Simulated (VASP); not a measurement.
# Bi in VASP: relaxation of the atoms with PBE

Aim: the relaxation of the atoms of Bi with PBE.

Everything below comes from runs of VASP 6.6.1. Logs are shortened: lines on timing, memory, paths and dates and some standing lists are left out, and cuts for length are marked.

### 1 The cell of the first run

The cell holds a slab with vacuum, 2 atoms: a = 3.539 Å, b = 3.539 Å, c = 18.922 Å, α = 90.00°, β = 90.00°, γ = 120.00°.

### 2 Relaxation of the atoms, PBE

INCAR reads:

```
SYSTEM = Bi
  PREC = Accurate
  ENCUT = 520
  EDIFF = 1E-7
  ISMEAR = -1
  SIGMA = 0.08
  LREAL = .False.
  LASPH = .True.
  NELM = 100
  ALGO = Normal
  ISIF = 2
  LWAVE = .False.
  LCHARG = .False.
  LDIPOL = .True.
  IDIPOL = 3
  DIPOL = 0.5 0.5 0.500
  GGA = PE
  IBRION = 2
  NSW = 60
  EDIFFG = -0.01
```

KPOINTS reads:

```
Automatic mesh
0
Gamma
  12 12 1
  0 0 0
```

POSCAR reads:

```
Bi
1.0
    3.5393325092      0.0000000000      0.0000000000
   -1.7696662546      3.0651518654      0.0000000000
    0.0000000000      0.0000000000     18.9217000000
Bi
2
Direct
    0.8333333330      0.1666666670      0.4227944008
    0.1666666670      0.8333333330      0.5772055992
```

Potentials or basis: VASP PAW PBE potentials, release 64 (Bi_d).

The run is started by

```sh
> cat potpaw_PBE.64/Bi_d/POTCAR > POTCAR
> mpirun -np 1 vasp_std > vasp.out
```

OUTCAR:

```text
SYSTEM = Bi
   PREC = Accurate
   ENCUT = 520
   EDIFF = 1E-7
   ISMEAR = -1
   LREAL = .False.
   LASPH = .True.
   NELM = 100
   ISIF = 2
   GGA = PE
   IBRION = 2
   NSW = 60
   EDIFFG = -0.01

 ion  position               nearest neighbor table
   1  0.833  0.167  0.423-   2 3.57   2 3.57   2 3.57
   2  0.167  0.833  0.577-   1 3.57   1 3.57   1 3.57

  LATTYP: Found a hexagonal cell.
 ALAT       =     3.5393325092
 C/A-ratio  =     5.3461210414

  Lattice vectors:

 A1 = (   3.5393325092,   0.0000000000,   0.0000000000)
 A2 = (  -1.7696662546,   3.0651518654,   0.0000000000)
 A3 = (   0.0000000000,   0.0000000000,  18.9217000000)

Analysis of symmetry for initial positions (statically):
=====================================================================
 Subroutine PRICEL returns:
 Original cell was already a primitive cell.

 Routine SETGRP: Setting up the symmetry group for a
 hexagonal supercell.

 Subroutine GETGRP returns: Found 12 space group operations
 (whereof  4 operations were pure point group operations)
 out of a pool of 24 trial point group operations.

The static configuration has the point symmetry C_2h.
 The point group associated with its full space group is D_3d.

Analysis of symmetry for dynamics (positions and initial velocities):
=====================================================================
 Subroutine PRICEL returns:
 Original cell was already a primitive cell.

 Routine SETGRP: Setting up the symmetry group for a
 hexagonal supercell.

 Subroutine GETGRP returns: Found 12 space group operations
 (whereof  4 operations were pure point group operations)
 out of a pool of 24 trial point group operations.

The dynamic configuration has the point symmetry C_2h.
 The point group associated with its full space group is D_3d.

 Subroutine INISYM returns: Found 12 space group operations
 (whereof  4 operations are pure point group operations),
 and found     1 'primitive' translations

----------------------------------------------------------------------------------------

                                     Primitive cell

  volume of cell :     205.2738

  direct lattice vectors                    reciprocal lattice vectors
     3.539332509  0.000000000  0.000000000     0.282539150  0.163124055  0.000000000
    -1.769666255  3.065151865  0.000000000     0.000000000  0.326248109  0.000000000
     0.000000000  0.000000000 18.921700000     0.000000000  0.000000000  0.052849374

  length of vectors
     3.539332509  3.539332509 18.921700000     0.326248109  0.326248109  0.052849374

  position of ions in fractional coordinates (direct lattice)
     0.833333333  0.166666667  0.422794401
     0.166666667  0.833333333  0.577205599

  ion indices of the primitive-cell ions
   primitive index   ion index
                 1           1
                 2           2

----------------------------------------------------------------------------------------

 KPOINTS: Automatic mesh

Automatic generation of k-mesh.
 Grid dimensions read from file:
 generate k-points for:   12   12    1

 Generating k-lattice:

  Cartesian coordinates                     Fractional coordinates (reciprocal lattice)
     0.023544929  0.013593671  0.000000000     0.083333333  0.000000000  0.000000000
     0.000000000  0.027187342  0.000000000     0.000000000  0.083333333  0.000000000
     0.000000000  0.000000000  0.052849374     0.000000000  0.000000000  1.000000000

  Length of vectors
     0.027187342  0.027187342  0.052849374

  Shift w.r.t. Gamma in fractional coordinates (k-lattice)
     0.000000000  0.000000000  0.000000000

 Subroutine IBZKPT returns following result:
 ===========================================

 Found     19 irreducible k-points:

 Following reciprocal coordinates:
            Coordinates               Weight
  0.000000  0.000000  0.000000      1.000000
  0.083333 -0.000000  0.000000      6.000000
  0.166667 -0.000000  0.000000      6.000000
  0.250000 -0.000000  0.000000      6.000000
  0.333333 -0.000000  0.000000      6.000000
  0.416667 -0.000000  0.000000      6.000000
[... 11 lines left out ...]
  0.333333  0.250000  0.000000     12.000000
  0.333333  0.333333  0.000000      2.000000
   k-points           NKPTS =     19   k-points in BZ     NKDIM =     19   number of bands    NBANDS=     19
   number of dos      NEDOS =    301   number of ions     NIONS =      2
   total plane-waves  NPLWV = 112896
   dimension x,y,z NGX =    28 NGY =   28 NGZ =  144
   dimension x,y,z NGXF=    56 NGYF=   56 NGZF=  288
   ions per type =               2
   NGX,Y,Z   is equivalent  to a cutoff of  13.15, 13.15, 12.65 a.u.
   NGXF,Y,Z  is equivalent  to a cutoff of  26.30, 26.30, 25.30 a.u.
 SYSTEM =  Bi
   PREC   = accura    normal or accurate (medium, high low for compatibility)
   ISTART =      0    job   : 0-new  1-cont  2-samecut
   ICHARG =      2    charge: 1-file 2-atom 10-const
   ISPIN  =      1    spin polarized calculation?
   LNONCOLLINEAR =      F non collinear calculations
   LSORBIT =      F    spin-orbit coupling
   LASPH  =      T    aspherical Exc in radial PAW
   ENCUT  =  520.0 eV  38.22 Ry    6.18 a.u.   6.58  6.58 35.18*2*pi/ulx,y,z
   NELM   =    100;   NELMIN=  2; NELMDL= -5     # of ELM steps
   EDIFF  = 0.1E-06   stopping-criterion for ELM
   LREAL  =      F    real-space projection
   EDIFFG = -.1E-01   stopping-criterion for IOM
   NSW    =     60    number of steps for IOM
   IBRION =      2    ionic relax: 0-MD 1-quasi-New 2-CG
   NFREE  =      1    steps in history (QN), initial steepest desc. (CG)
   ISIF   =      2    stress and relaxation
   ISYM   =      2    0-nonsym 1-usesym 2-fastsym
   POTIM  = 0.5000    time-step for ionic-motion
   TEBEG  =    0.0;   TEEND  =   0.0 temperature during run
   PSTRESS=    0.0 pullay stress
   NELECT =      30.0000    total number of electrons
   NUPDOWN=      -1.0000    fix difference up-down
   EMIN   =  10.00;   EMAX   =-10.00  energy-range for DOS
   EFERMI =   0.00;   METHOD = LEGACY
   ISMEAR =    -1;   SIGMA  =   0.08  broadening in eV -4-tet -1-fermi 0-gaus
   EFERMI_NEDOS =   21; number of points for ismear=-14 and -15
   IALGO  =     38    algorithm
   IMIX   =      4    mixing-type and parameters
     AMIX     =   0.40;   BMIX     =  1.00
     AMIX_MAG =   1.60;   BMIX_MAG =  1.00
  volume/ion in A,a.u.               =     102.64       692.63
  Fermi-wavevector in a.u.,A,eV,Ry     =   0.862325  1.629557 10.117341  0.743604
  Thomas-Fermi vector in A             =   1.980110
   LORBIT       =      0    0 simple, 1 ext, 2 COOP (PROOUT), +10 PAW based schemes
   GGA     = PE    functional components
   LHFCALC =     F    Hartree Fock is set to
   AEXX    =    0.0000 exact exchange contribution
   IVDW    =     0    specifies the selected vdW correction
   LEPSILON=     F    determine dielectric tensor
   LRPA    =     F    only Hartree local field effects (RPA)
 conjugate gradient relaxation of ions
 non-spin polarized calculation
  energy-cutoff  :      520.00
  volume of cell :      205.27
 maximum number of plane-waves:      5591
 NGX is ok and might be reduce to    28
   NGX = 13   NGY = 13   NGZ = 71

--------------------------------------- Ionic step        1  -------------------------------------------

 number of electron      30.0000005 magnetization

 Free energy of the ion-electron system (eV)
  ---------------------------------------------------
  ext. energy  EPLUGINS =         0.00000000
  ---------------------------------------------------
  free energy    TOTEN  =        -7.10018817 eV

  energy without entropy =       -7.07082575  energy(sigma->0) =       -7.08550696

------------------------ aborting loop because EDIFF is reached ----------------------------------------

  FORCE on cell =-STRESS in cart. coord.  units (eV):
  Direction    XX          YY          ZZ          XY          YZ          ZX
  --------------------------------------------------------------------------------------
  -------------------------------------------------------------------------------------
  Total       -1.4646990     -1.4646990     -1.2913016      0.0000000     -0.0000000      0.0000000
  in kB      -11.4320855    -11.4320855    -10.0787059      0.0000000     -0.0000000      0.0000000
  external PRESSURE =     -10.9809589 kB  Pullay stress =       0.0000000 kB
[... 125 lines left out ...]
  FREE ENERGIE OF THE ION-ELECTRON SYSTEM (eV)
  ---------------------------------------------------
  free  energy   TOTEN  =        -7.1342684142 eV

  energy  without entropy=       -7.1036485251  energy(sigma->0) =       -7.11895847

 dipolmoment           0.000000      0.000000     -0.000000 electrons x Angstroem

--------------------------------------- Ionic step        5  -------------------------------------------

 number of electron      30.0000004 magnetization

------------------------ aborting loop because EDIFF is reached ----------------------------------------

  FORCE on cell =-STRESS in cart. coord.  units (eV):
  Direction    XX          YY          ZZ          XY          YZ          ZX
  --------------------------------------------------------------------------------------
  -------------------------------------------------------------------------------------
  Total       -0.5309147     -0.5309147     -0.2008691      0.0000000      0.0000000      0.0000000
  in kB       -4.1438293     -4.1438293     -1.5677981      0.0000000      0.0000000      0.0000000
  external PRESSURE =      -3.2851522 kB  Pullay stress =       0.0000000 kB
[... 21 lines left out ...]
  energy  without entropy=       -7.1280315847  energy(sigma->0) =       -7.14521953

--------------------------------------- Ionic step        6  -------------------------------------------

 number of electron      30.0000006 magnetization

 dipolmoment           0.000000      0.000000      0.000000 electrons x Angstroem

 Free energy of the ion-electron system (eV)
  ---------------------------------------------------
  ext. energy  EPLUGINS =         0.00000000
  ---------------------------------------------------
  free energy    TOTEN  =        -7.16336837 eV

  energy without entropy =       -7.13008707  energy(sigma->0) =       -7.14672772

 E-fermi :  -0.1729     XC(G=0):  -3.8354

 val. band max:       -0.2064424454   @ k =   0.4167   0.0833   0.0000
 cond. band min:      -0.1416879979   @ k =   0.2500   0.2500   0.0000
 fundamental gap:      0.0647544475
 Fermi energy:        -0.1728837017

 k-point     1 :       0.0000    0.0000    0.0000
  band No.  band energies     occupation
      1     -23.2686      2.00000
      2     -23.2686      2.00000
      3     -23.2652      2.00000
      4     -23.2652      2.00000
      5     -23.2563      2.00000
      6     -23.2388      2.00000
[... 11 lines left out ...]
     18       3.7082      0.00000
     19       4.1569      0.00000
[... 381 lines left out ...]
      5     -23.1950      2.00000
      6     -23.1950      2.00000
[... 11 lines left out ...]
     18       0.9435      0.00000
     19       4.9750      0.00000

------------------------ aborting loop because EDIFF is reached ----------------------------------------

 vacuum level on the upper side and lower side of the slab       (xc-potential included)        -0.014        -0.014

  FORCE on cell =-STRESS in cart. coord.  units (eV):
  Direction    XX          YY          ZZ          XY          YZ          ZX
  --------------------------------------------------------------------------------------
  -------------------------------------------------------------------------------------
  Total       -0.3826107     -0.3826107     -0.0245550      0.0000000     -0.0000000      0.0000000
  in kB       -2.9863048     -2.9863048     -0.1916538      0.0000000     -0.0000000      0.0000000
  external PRESSURE =      -2.0547545 kB  Pullay stress =       0.0000000 kB

 VOLUME and BASIS-vectors are now :
 -----------------------------------------------------------------------------
  energy-cutoff  :      520.00
  volume of cell :      205.27
      direct lattice vectors                 reciprocal lattice vectors
     3.539332509  0.000000000  0.000000000     0.282539150  0.163124055  0.000000000
    -1.769666255  3.065151865  0.000000000     0.000000000  0.326248109  0.000000000
     0.000000000  0.000000000 18.921700000     0.000000000  0.000000000  0.052849374
[... 8 lines left out ...]
  FREE ENERGIE OF THE ION-ELECTRON SYSTEM (eV)
  ---------------------------------------------------
  free  energy   TOTEN  =        -7.1633683717 eV

  energy  without entropy=       -7.1300870703  energy(sigma->0) =       -7.14672772

 reached required accuracy - stopping structural energy minimisation

 vacuum level on the upper side and lower side of the slab         3.561         3.561
```

Wall time 10 min (1 thread of Intel Xeon 8259CL, shared host); peak memory 0.36 GiB.

What came out:

```
Free energy                  : -7.1634 eV
Energy gained by relaxing    : 31.6 meV/atom
Ionic steps                  : 6
Largest force after relaxing : 0.003 eV/Å
Band gap on the k mesh       : zero (bands 15 and 16 overlap by 4.62 eV)
```

Forces in eV/Å, atoms in the order of the input:
```
Bi   0.000  0.000 -0.003
Bi   0.000  0.000  0.003
```

The path:
```csv
step,energy change (eV),largest force (eV/Å),pressure (GPa)
1,0.0000,0.4308,-1.10
2,-0.0168,0.3748,-0.98
3,-0.0524,0.1930,-0.60
4,-0.0341,0.4472,0.47
5,-0.0622,0.0622,-0.33
6,-0.0632,0.0033,-0.21
```

Final structure:
```
CELL_PARAMETERS angstrom
3.53933 0.00000 0.00000
-1.76967 3.06515 0.00000
0.00000 0.00000 18.92170
ATOMIC_POSITIONS crystal
Bi 0.83333 0.16667 0.43000
Bi 0.16667 0.83333 0.57000
```

Levels at points of the mesh, in eV from the Fermi level:
| k point | band 12 | band 13 | band 14 | band 15 | band 16 | band 17 | band 18 | band 19 |
| --- | --- | --- | --- | --- | --- | --- | --- | --- |
| (0.00, 0.00, 0.00) | -11.27 | -3.69 | 0.37 | 3.12 | 3.55 | 3.55 | 3.88 | 4.33 |
| (0.50, 0.00, 0.00) | -9.85 | -4.63 | -3.75 | -0.34 | 0.72 | 1.13 | 2.80 | 4.56 |

Caveat: spin-orbit coupling is left out, which moves the levels of the heavy elements.
